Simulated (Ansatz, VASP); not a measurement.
Two plane-wave programs on Ga2O3

```
Ga O
1.0
     2.52898    1.46010    4.54132
    -2.52898    1.46010    4.54132
     0.00000   -2.92021    4.54132
Ga O
4 6
Direct
  0.35584 0.35584 0.35584
  0.14416 0.14416 0.14416
  0.64416 0.64416 0.64416
  0.85584 0.85584 0.85584
  0.55310 0.94690 0.25000
  0.25000 0.55310 0.94690
  0.94690 0.25000 0.55310
  0.44690 0.05310 0.75000
  0.75000 0.44690 0.05310
  0.05310 0.75000 0.44690
```

Alike in both runs: functional PBE; k mesh 6 × 6 × 6; occupations gaussian, width 0.02 eV; no spin polarisation.

Ansatz relaxed the structure, and its values are those at the end. VASP's run is a single point on that final structure, the one shown.

```csv
,VASP,Ansatz
version,VASP 6.6.1,Ansatz 0.2.0
potentials or method,"VASP PAW PBE potentials, release 64 (Ga_d, O), cutoff 600 eV","scalar-relativistic, plane waves, PAW"
valence electrons in the cell,88,88
```

Ansatz gave:

| Property | Result |
| --- | --- |
| gap on the k mesh at the Fermi level (eV) | 2.40 |
| least direct gap on the mesh (eV) | 2.64 |
| pressure (GPa) | 0.0 |
| rms of the force components (eV/Å) | 0.000 |

Question: Which values does VASP return?

Answer: gap on the k mesh at the Fermi level (eV): 2.39; least direct gap on the mesh (eV): 2.62; pressure (GPa): 0.7; rms of the force components (eV/Å): 0.005.

The functional is the same, so the differences come from potentials, cutoffs and numerics.
